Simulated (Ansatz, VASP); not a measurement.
# One calculation of LiH, two programs

```xyz
2
Lattice="0.0000 1.9705 2.0030 1.9705 0.0000 2.0030 1.9705 1.9705 0.0000" Properties=species:S:1:pos:R:3 pbc="T T T"
Li    0.0000    0.0000    0.0000
H     1.9705    1.9705    2.0030
```

Change from the starting cell: biaxial_xy strain -1.6%.

Alike in both runs: task single point; functional HSE06; k mesh 8 × 8 × 8; no spin polarisation.

|  | VASP | Ansatz |
| --- | --- | --- |
| version | VASP 6.6.1 | Ansatz 0.2.0 |
| potentials or method | VASP PAW PBE potentials, release 64 (Li_sv, H) | plane waves, PAW |
| plane-wave cutoff (eV) | 520 | 420 |
| occupations | gaussian, width 0.01 eV | fixed |
| valence electrons in the cell | 4 | 4 |

```tsv
	VASP	Ansatz	Ansatz less VASP
gap on the k mesh at the Fermi level (eV)	3.75	3.75	+0.002
```

Ansatz's warnings: stress exchange threshold loose, stress scf threshold loose.

Noted on VASP's run: the cutoff is under 1.25 times that of the potentials, so the pressure is a little rough.
